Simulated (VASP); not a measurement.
# LiH (P6_3/mmc) in VASP: further runs

The runs below take LiH through single point, with PBE, r2SCAN.

All numbers are computed with VASP 6.6.1; they aren't measurements. Logs are shortened: lines on timing, memory, paths and dates and some standing lists are left out, and cuts for length are marked.

### Step 1. The cell of the first run

The structure is hexagonal, space group P6_3/mmc (No. 194). Conventional cell: a = 2.782 Å, b = 2.782 Å, c = 4.873 Å, α = 90.00°, β = 90.00°, γ = 120.00°. Li (site symmetry -3m) has 6 H at 2.02 Å and 2 Li at 2.44 Å within 2.7 Å. H (site symmetry -6m2) has 6 Li at 2.02 Å within 2.7 Å.

### Step 2. Single point, PBE

The input, INCAR:

```
PREC = Accurate ; ENCUT = 520
EDIFF = 1E-6 ; ISMEAR = 0
SIGMA = 0.01 ; LREAL = False
LASPH = True ; NELM = 80
ALGO = Normal ; ISIF = 2
LWAVE = False ; LCHARG = False
GGA = PE ; NBANDS = 12
```

The input, KPOINTS:

```
regular mesh
0
Gamma
  12 12 6
```

The input, POSCAR:

```
LiH
1.0
    2.7815484433      0.0000000000      0.0000000000
   -1.3907742217      2.4088916138      0.0000000000
    0.0000000000      0.0000000000      4.8729607009
Li H
2 2
Direct
    0.0000000000      0.0000000000      0.0000000000
    0.0000000000      0.0000000000      0.5000000000
    0.3333333333      0.6666666667      0.2500000000
    0.6666666667      0.3333333333      0.7500000000
```

Potentials or basis: VASP PAW PBE potentials, release 64 (Li_sv, H).

The run is started by

```sh
$ cat potpaw_PBE.64/Li_sv/POTCAR potpaw_PBE.64/H/POTCAR > POTCAR
$ mpirun -np 1 vasp_std > vasp.out
```

OUTCAR:

```text
PREC = Accurate
   ENCUT = 520
   EDIFF = 1E-6
   ISMEAR = 0
   LREAL = False
   LASPH = True
   NELM = 80
   ISIF = 2
   GGA = PE

 ion  position               nearest neighbor table
   1  0.000  0.000  0.000-   2 2.44   2 2.44
   2  0.000  0.000  0.500-   1 2.44   1 2.44
   3  0.333  0.667  0.250-
   4  0.667  0.333  0.750-

  LATTYP: Found a hexagonal cell.
 ALAT       =     2.7815484433
 C/A-ratio  =     1.7518877705

  Lattice vectors:

 A1 = (   2.7815484433,   0.0000000000,   0.0000000000)
 A2 = (  -1.3907742217,   2.4088916138,   0.0000000000)
 A3 = (   0.0000000000,   0.0000000000,   4.8729607009)

Analysis of symmetry for initial positions (statically):
=====================================================================
 Subroutine PRICEL returns:
 Original cell was already a primitive cell.

 Routine SETGRP: Setting up the symmetry group for a
 hexagonal supercell.

 Subroutine GETGRP returns: Found 24 space group operations
 (whereof 12 operations were pure point group operations)
 out of a pool of 24 trial point group operations.

The static configuration has the point symmetry D_3d.
 The point group associated with its full space group is D_6h.

Analysis of symmetry for dynamics (positions and initial velocities):
=====================================================================
 Subroutine PRICEL returns:
 Original cell was already a primitive cell.

 Routine SETGRP: Setting up the symmetry group for a
 hexagonal supercell.

 Subroutine GETGRP returns: Found 24 space group operations
 (whereof 12 operations were pure point group operations)
 out of a pool of 24 trial point group operations.

The dynamic configuration has the point symmetry D_3d.
 The point group associated with its full space group is D_6h.

 Subroutine INISYM returns: Found 24 space group operations
 (whereof 12 operations are pure point group operations),
 and found     1 'primitive' translations

----------------------------------------------------------------------------------------

                                     Primitive cell

  volume of cell :      32.6510

  direct lattice vectors                    reciprocal lattice vectors
     2.781548443  0.000000000  0.000000000     0.359511984  0.207564341  0.000000000
    -1.390774222  2.408891614  0.000000000     0.000000000  0.415128682  0.000000000
     0.000000000  0.000000000  4.872960701     0.000000000  0.000000000  0.205214050

  length of vectors
     2.781548443  2.781548443  4.872960701     0.415128682  0.415128682  0.205214050

  position of ions in fractional coordinates (direct lattice)
     0.000000000  0.000000000  0.000000000
     0.000000000  0.000000000  0.500000000
     0.333333333  0.666666667  0.250000000
     0.666666667  0.333333333  0.750000000

  ion indices of the primitive-cell ions
   primitive index   ion index
                 1           1
                 2           2
                 3           3
                 4           4

----------------------------------------------------------------------------------------

 KPOINTS: regular mesh

Automatic generation of k-mesh.
 Grid dimensions read from file:
 generate k-points for:   12   12    6

 Generating k-lattice:

  Cartesian coordinates                     Fractional coordinates (reciprocal lattice)
     0.029959332  0.017297028  0.000000000     0.083333333  0.000000000  0.000000000
     0.000000000  0.034594057  0.000000000     0.000000000  0.083333333  0.000000000
     0.000000000  0.000000000  0.034202342     0.000000000  0.000000000  0.166666667

  Length of vectors
     0.034594057  0.034594057  0.034202342

  Shift w.r.t. Gamma in fractional coordinates (k-lattice)
     0.000000000  0.000000000  0.000000000

 Subroutine IBZKPT returns following result:
 ===========================================

 Found     76 irreducible k-points:

 Following reciprocal coordinates:
            Coordinates               Weight
  0.000000  0.000000  0.000000      1.000000
  0.083333 -0.000000  0.000000      6.000000
  0.166667  0.000000  0.000000      6.000000
  0.250000 -0.000000  0.000000      6.000000
  0.333333 -0.000000  0.000000      6.000000
  0.416667 -0.000000  0.000000      6.000000
[... 16 lines left out ...]
  0.250000 -0.000000  0.166667     12.000000
  0.333333 -0.000000  0.166667     12.000000
 [... further k-points ...]
   k-points           NKPTS =     76   k-points in BZ     NKDIM =     76   number of bands    NBANDS=     12
   number of dos      NEDOS =    301   number of ions     NIONS =      4
   total plane-waves  NPLWV =  20736
   dimension x,y,z NGX =    24 NGY =   24 NGZ =   36
   dimension x,y,z NGXF=    48 NGYF=   48 NGZF=   72
   ions per type =               2   2
   NGX,Y,Z   is equivalent  to a cutoff of  14.34, 14.34, 12.28 a.u.
   NGXF,Y,Z  is equivalent  to a cutoff of  28.69, 28.69, 24.56 a.u.
 SYSTEM =  unknown system
   PREC   = accura    normal or accurate (medium, high low for compatibility)
   ISTART =      0    job   : 0-new  1-cont  2-samecut
   ICHARG =      2    charge: 1-file 2-atom 10-const
   ISPIN  =      1    spin polarized calculation?
   LNONCOLLINEAR =      F non collinear calculations
   LSORBIT =      F    spin-orbit coupling
   LASPH  =      T    aspherical Exc in radial PAW
   ENCUT  =  520.0 eV  38.22 Ry    6.18 a.u.   5.17  5.17  9.06*2*pi/ulx,y,z
   NELM   =     80;   NELMIN=  2; NELMDL= -5     # of ELM steps
   EDIFF  = 0.1E-05   stopping-criterion for ELM
   LREAL  =      F    real-space projection
   EDIFFG = 0.1E-04   stopping-criterion for IOM
   NSW    =      0    number of steps for IOM
   IBRION =     -1    ionic relax: 0-MD 1-quasi-New 2-CG
   NFREE  =      0    steps in history (QN), initial steepest desc. (CG)
   ISIF   =      2    stress and relaxation
   ISYM   =      2    0-nonsym 1-usesym 2-fastsym
   POTIM  = 0.5000    time-step for ionic-motion
   TEBEG  =    0.0;   TEEND  =   0.0 temperature during run
   PSTRESS=    0.0 pullay stress
   NELECT =       8.0000    total number of electrons
   NUPDOWN=      -1.0000    fix difference up-down
   EMIN   =  10.00;   EMAX   =-10.00  energy-range for DOS
   EFERMI =   0.00;   METHOD = LEGACY
   ISMEAR =     0;   SIGMA  =   0.01  broadening in eV -4-tet -1-fermi 0-gaus
   EFERMI_NEDOS =   21; number of points for ismear=-14 and -15
   IALGO  =     38    algorithm
   IMIX   =      4    mixing-type and parameters
     AMIX     =   0.40;   BMIX     =  1.00
     AMIX_MAG =   1.60;   BMIX_MAG =  1.00
  volume/ion in A,a.u.               =       8.16        55.08
  Fermi-wavevector in a.u.,A,eV,Ry     =   1.024407  1.935849 14.278087  1.049410
  Thomas-Fermi vector in A             =   2.158192
   LORBIT       =      0    0 simple, 1 ext, 2 COOP (PROOUT), +10 PAW based schemes
   GGA     = PE    functional components
   LHFCALC =     F    Hartree Fock is set to
   AEXX    =    0.0000 exact exchange contribution
   IVDW    =     0    specifies the selected vdW correction
   LEPSILON=     F    determine dielectric tensor
   LRPA    =     F    only Hartree local field effects (RPA)
 non-spin polarized calculation
 Gauss-broadening in eV      SIGMA  =   0.01
  energy-cutoff  :      520.00
  volume of cell :       32.65
 maximum number of plane-waves:       895
 NGX is ok and might be reduce to    24
   NGX = 11   NGY = 11   NGZ = 19

 number of electron       8.0000007 magnetization

 Free energy of the ion-electron system (eV)
  ---------------------------------------------------
  ext. energy  EPLUGINS =         0.00000000
  ---------------------------------------------------
  free energy    TOTEN  =       -12.04252770 eV

  energy without entropy =      -12.04252770  energy(sigma->0) =      -12.04252770

 E-fermi :   0.0258     XC(G=0):  -8.4602

 val. band max:       -0.0679186204   @ k =   0.5000  -0.0000   0.0000
 cond. band min:       4.2903900390   @ k =   0.5000  -0.0000   0.5000
 fundamental gap:      4.3583086594
 Fermi energy:         0.0257826714

 k-point     1 :       0.0000    0.0000    0.0000
  band No.  band energies     occupation
      1     -44.4468      2.00000
      2     -44.3787      2.00000
      3      -5.3277      2.00000
      4      -3.0497      2.00000
      5       4.5051      0.00000
      6      14.4060      0.00000
      7      15.7308      0.00000
      8      16.2979      0.00000
      9      16.2979      0.00000
     10      16.6164      0.00000
     11      19.7509      0.00000
     12      19.7509      0.00000

 k-point     2 :       0.0833   -0.0000    0.0000
  band No.  band energies     occupation
      1     -44.4440      2.00000
      2     -44.3765      2.00000
      3      -5.2120      2.00000
      4      -2.8997      2.00000
      5       4.5632      0.00000
      6      13.1926      0.00000
      7      15.1785      0.00000
      8      15.4813      0.00000
      9      15.4933      0.00000
     10      16.7687      0.00000
     11      19.8315      0.00000
     12      19.8944      0.00000

 k-point     3 :       0.1667    0.0000    0.0000
  band No.  band energies     occupation
      1     -44.4369      2.00000
      2     -44.3705      2.00000
      3      -4.8689      2.00000
      4      -2.4604      2.00000
      5       4.7395      0.00000
      6      10.6327      0.00000
      7      13.5416      0.00000
      8      14.1720      0.00000
      9      14.9251      0.00000
     10      17.1081      0.00000
     11      18.2007      0.00000
     12      18.8338      0.00000
[... 286 lines left out ...]
 k-point    23 :       0.2500   -0.0000    0.1667
  band No.  band energies     occupation
      1     -44.4229      2.00000
      2     -44.3667      2.00000
      3      -4.1960      2.00000
      4      -2.0414      2.00000
      5       5.5251      0.00000
      6       8.2508      0.00000
      7      10.9745      0.00000
      8      13.2054      0.00000
      9      13.5796      0.00000
     10      16.3721      0.00000
     11      16.9992      0.00000
     12      17.0440      0.00000

 k-point    24 :       0.3333   -0.0000    0.1667
  band No.  band energies     occupation
      1     -44.4133      2.00000
      2     -44.3584      2.00000
      3      -3.4698      2.00000
      4      -1.2235      2.00000
      5       5.5949      0.00000
      6       6.3958      0.00000
      7       8.8671      0.00000
      8      12.3682      0.00000
      9      13.3126      0.00000
     10      14.8958      0.00000
     11      16.1924      0.00000
     12      16.2034      0.00000

 [... further k-points ...]
[... 5 lines left out ...]
  --------------------------------------------------------------------------------------
  -------------------------------------------------------------------------------------
  Total       -0.0597483     -0.0597483      0.0280859      0.0000000      0.0000000     -0.0000000
  in kB       -2.9318341     -2.9318341      1.3781668      0.0000000      0.0000000     -0.0000000
  external PRESSURE =      -1.4951672 kB  Pullay stress =       0.0000000 kB

 VOLUME and BASIS-vectors are now :
 -----------------------------------------------------------------------------
  energy-cutoff  :      520.00
  volume of cell :       32.65
      direct lattice vectors                 reciprocal lattice vectors
     2.781548443  0.000000000  0.000000000     0.359511984  0.207564341  0.000000000
    -1.390774222  2.408891614  0.000000000     0.000000000  0.415128682  0.000000000
     0.000000000  0.000000000  4.872960701     0.000000000  0.000000000  0.205214050

 POSITION                                       TOTAL-FORCE (eV/Angst)
 -----------------------------------------------------------------------------------
      0.00000      0.00000      0.00000         0.000000      0.000000      0.000000
      0.00000      0.00000      2.43648         0.000000      0.000000      0.000000
     -0.00000      1.60593      1.21824         0.000000      0.000000      0.000000
      1.39077      0.80296      3.65472        -0.000000     -0.000000      0.000000
 -----------------------------------------------------------------------------------
    total drift:                               -0.000000      0.000000      0.000000

  FREE ENERGIE OF THE ION-ELECTRON SYSTEM (eV)
  ---------------------------------------------------
  free  energy   TOTEN  =       -12.0425277022 eV

  energy  without entropy=      -12.0425277022  energy(sigma->0) =      -12.04252770
```

Wall time 20 s (1 thread of Intel Xeon Platinum 8488C (Sapphire Rapids), shared host); peak memory 0.16 GiB.

What came out:

```yaml
Free_energy: -12.0425 eV
Band_gap_on_the_k_mesh: 4.36 eV, indirect (least direct gap 4.96 eV)
```

Caveat: the cutoff is under 1.25 times the usual one of these potentials, so pressure, stress and relaxed cells hold a basis-set (Pulay) error.

(Part 1 of 2 ends here.)
